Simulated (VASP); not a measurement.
Crystal: Ba.

```
Ba
1.0
     0.00000    3.23267    3.23267
     3.23267    0.00000    3.23267
     3.23267    3.23267    0.00000
Ba
1
Direct
  0.00000 0.00000 0.00000
```

| Property | Result |
| --- | --- |
| Program | VASP 6.6.1 |
| Task | relaxation of cell and atoms |
| Functional | PBEsol |
| Dispersion | D4 |
| Potentials or basis | VASP PAW PBE potentials, release 64 (Ba_sv) |
| Cutoff | 600 eV |
| k mesh | 5 × 5 × 5 |
| Occupations | fermi-dirac, width 0.01 eV |
| Spin | non-collinear spin, typed start |
| Starting moments | [[0.289, 0.289, 0.289]] μB |

At the start: pressure -1.1 GPa; volume 67.56 Å³/atom.

How do energy, volume and symmetry change on relaxing?

Over 5 steps the energy falls by 11.9 meV/atom and the volume is 57.59 Å³/atom (-14.8 %); space group Fm-3m (No. 225, to 0.05 Å); moment 0.00 μB per cell.

Step by step:
| step | energy change (eV) | largest force (eV/Å) | pressure (GPa) | volume (Å³) |
| --- | --- | --- | --- | --- |
| 1 | 0.0000 | 0.0000 | -1.10 | 67.56 |
| 2 | -0.0009 | 0.0000 | -0.59 | 63.15 |
| 3 | -0.0110 | 0.0000 | -0.20 | 58.93 |
| 4 | -0.0118 | 0.0000 | 0.08 | 57.06 |
| 5 | -0.0119 | 0.0000 | -0.01 | 57.59 |

Final structure:
```cif
data_structure
_symmetry_space_group_name_H-M 'P 1'
_symmetry_Int_Tables_number 1
_cell_length_a 4.3346
_cell_length_b 4.3346
_cell_length_c 4.3346
_cell_angle_alpha 60.000
_cell_angle_beta 60.000
_cell_angle_gamma 60.000
_cell_volume 57.59
loop_
_atom_site_label
_atom_site_type_symbol
_atom_site_fract_x
_atom_site_fract_y
_atom_site_fract_z
_atom_site_occupancy
Ba1 Ba 0.00000 0.00000 0.00000 1
```

Caveat: the PAW data sets were made with another functional, which shifts forces and pressure a little; pairwise dispersion overbinds metals, which lowers pressure and volume.
